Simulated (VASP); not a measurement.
Input of a VASP 6.6.1 run:

INCAR

```
ALGO     = Normal         # electronic algorithm
EDIFF    = 1E-6           # SCF threshold, eV
ENCUT    = 520            # plane-wave cutoff, eV
GGA      = PE             # functional
ISIF     = 2              # what is computed and relaxed
ISMEAR   = 1              # smearing method
LASPH    = True           # aspherical terms in the spheres
LCHARG   = False          # write CHGCAR
LREAL    = False          # projectors in reciprocal space
LWAVE    = False          # write WAVECAR
NBANDS   = 14             # bands
NELM     = 80             # most SCF steps
PREC     = Accurate       # precision mode
SIGMA    = 0.2            # smearing width, eV
```

The input KPOINTS:

```
k-points
0
Gamma
  18 18 18
```

POSCAR

```
HfN
1.0
    0.0000000000      2.2590000000      2.2590000000
    2.2590000000      0.0000000000      2.2590000000
    2.2590000000      2.2590000000      0.0000000000
Hf N
1 1
Direct
   -0.0442673749     -0.0442673749     -0.0183361471
    0.5000000000      0.5000000000      0.5000000000
```

Potentials or basis: VASP PAW PBE potentials, release 64 (Hf_pv, N).

Command:

```sh
$ cat potpaw_PBE.64/Hf_pv/POTCAR potpaw_PBE.64/N/POTCAR > POTCAR
$ mpirun -np 1 vasp_std > vasp.out
```

Predict the pressure.

13.4 GPa.

What does it give for the largest force?

3.222 eV/Å.

Forces on the atoms (eV/Å):
```
Hf   1.556  1.556  2.355
N   -1.556 -1.556 -2.355
```

Caveat: the cell differs from its parent crystal (atom 1 (Hf) moved by (-0.200, -0.200) A along [1 1 0] and z); forces of over 1 eV/Å act on the atoms, so gaps and moduli don't describe the material at rest.
